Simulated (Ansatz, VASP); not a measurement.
**One calculation of CdSe, two programs**

File INCAR:

```
ALGO = Normal
EDIFF = 1E-7
ENCUT = 520
GGA = PE
ISIF = 2
ISMEAR = -1
LASPH = T
LCHARG = F
LREAL = F
LWAVE = F
NBANDS = 16
NELM = 80
PREC = Accurate
SIGMA = 0.03
```

Contents of KPOINTS:

```
k-points
0
Gamma
  8 8 8
```

Contents of POSCAR:

```
CdSe
1.0
    0.0000000000      3.1304878824      3.1304878824
    3.1304878824      0.0000000000      3.1304878824
    3.1304878824      3.1304878824      0.0000000000
Cd Se
1 1
Direct
    0.0000000000      0.0000000000      0.0000000000
    0.2500000000      0.2500000000      0.2500000000
```

Input for Ansatz:

```yaml
crystal:
  lattice:
    - [0.0, 3.1304878824, 3.1304878824]
    - [3.1304878824, 0.0, 3.1304878824]
    - [3.1304878824, 3.1304878824, 0.0]
  atoms:
    - { symbol: Cd, position: [0.0, 0.0, 0.0] }
    - { symbol: Se, position: [0.25, 0.25, 0.25] }
kpoints:
  mp_grid: { grid: [8, 8, 8] }
scf:
  occupations: { method: fermi_dirac, width: 0.03 }
hamiltonian:
  xc: pbe
  pseudopotentials: { kind: all_electron, lapw: { basis_error: 0.001 } }
output:
  forces: true
  stress: true
  eigenvalues: true
```

Change from the starting cell: volume scaled by 1.06.

Alike in both runs: task single point; functional PBE; k mesh 8 × 8 × 8; occupations fermi-dirac, width 0.03 eV; no spin polarisation.

```csv
,VASP,Ansatz
version,VASP 6.6.1,Ansatz 0.2.0
potentials or method,"VASP PAW PBE potentials, release 64 (Cd, Se), cutoff 520 eV","all-electron LAPW, scalar-relativistic"
```

Ansatz gave:

```
pressure (GPa) : -1.3
```

Question: What did VASP give for the same quantities?

Answer: Pressure (GPa): -1.1.

Ansatz ran all-electron here, and VASP with PAW potentials.
